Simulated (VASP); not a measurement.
Set up this calculation in VASP 6.6.1, as the native input.

```
Task                   : single point
Functional             : PBE
Potentials or basis    : VASP PAW PBE potentials, release 64 (Sr_sv, V_sv, O)
Cutoff                 : 520 eV
k mesh                 : 4 × 4 × 4
Occupations            : fermi-dirac, width 0.05 eV
Spin                   : collinear spin, ferromagnetic start
Starting moments       : [0.0, 2.0, 0.0, 0.0, 0.0] μB
Dipole correction      : no
Further INCAR settings : ALGO = Normal; EDIFF = 1e-06; NBANDS = 32
```

The structure of SrVO3 lies in POSCAR:

```
SrVO3
1.0
    3.8409000000      0.0000000000      0.0000000000
    0.0000000000      3.8409000000      0.0000000000
    0.0000000000      0.0000000000      3.8409000000
Sr V O
1 1 3
Direct
    0.5000000000      0.5000000000      0.5000000000
    0.0000000000      0.0000000000      0.0000000000
    0.0000000000      0.0000000000      0.5000000000
    0.0000000000      0.5000000000      0.0000000000
    0.5000000000      0.0000000000      0.0000000000
```

The input as run:

INCAR

```
  PREC = Accurate
  ENCUT = 520
  EDIFF = 1E-6
  ISMEAR = -1
  SIGMA = 0.05
  LREAL = F
  LASPH = T
  NELM = 150
  ALGO = Normal
  ISIF = 2
  LWAVE = F
  LCHARG = T
  ISPIN = 2
  MAGMOM = 0 2 0 0 0
  LORBIT = 11
  LMAXMIX = 4
  GGA = PE
  LELF = T
  LVHAR = T
  NBANDS = 32
```

KPOINTS

```
regular mesh
0
Gamma
  4 4 4
```

Potentials or basis: VASP PAW PBE potentials, release 64 (Sr_sv, V_sv, O).

The run is started by

```console
$ cat potpaw_PBE.64/Sr_sv/POTCAR potpaw_PBE.64/V_sv/POTCAR potpaw_PBE.64/O/POTCAR > POTCAR
$ mpirun -np 1 vasp_std > vasp.out
```

Results of the run:

```
Pressure                                              : 4.1 GPa
Net moment                                            : 0.62 μB per cell
Site moments                                          : Sr -0.00; V +0.57; O +0.01 μB
Valence electrons inside the program's atomic spheres : Sr 8.02; V 11.58; O 5.05
```

Caveat: the k points lie up to 0.41 Å⁻¹ apart.

It took 93 s on 1 thread of Intel Xeon 8259CL, with other jobs on the host, peak memory 0.2 GiB.
